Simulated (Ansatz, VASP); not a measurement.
# RbGeN in VASP and in Ansatz

```
CELL_PARAMETERS angstrom
4.56612 0.00000 0.00000
0.00000 4.56612 0.00000
0.00000 0.00000 8.03636
ATOMIC_POSITIONS crystal
Rb 0.50000 0.00000 0.66800
Rb 0.00000 0.50000 0.33200
Ge 0.00000 0.00000 0.00000
Ge 0.50000 0.50000 0.00000
N 0.50000 0.00000 0.19050
N 0.00000 0.50000 0.80950
```

Change from the starting cell: species swapped into the BaMnGe type (P4/nmm, No. 129).

Alike in both runs: task single point; functional PBE; k mesh 4 × 4 × 2; occupations gaussian, width 0.1 eV; no spin polarisation.

|  | VASP | Ansatz |
| --- | --- | --- |
| version | VASP 6.6.1 | Ansatz 0.2.0 |
| potentials or method | VASP PAW PBE potentials, release 64 (Rb_sv, Ge_d, N), cutoff 520 eV | scalar-relativistic, plane waves, PAW |
| valence electrons in the cell | 56 | 56 |

|  | VASP | Ansatz | Ansatz less VASP |
| --- | --- | --- | --- |
| gap on the k mesh at the Fermi level (eV) | none | none | - |
| pressure (GPa) | -6.6 | -6.6 | 0.00 |
| traceless stress, the component that is largest in VASP (GPa) | 1.13 | 1.13 | -0.003 |
| rms of the force components (eV/Å) | 0.445 | 0.446 | +0.0010 |

Atom by atom the forces differ by 0.002 eV/Å (rms over components). A gap of «none» marks a metal or a gap that the smearing closes. With one functional, cell and mesh, what is left measures potentials, basis and numerics.

The k mesh is coarse, so the values compare programs but aren't converged.
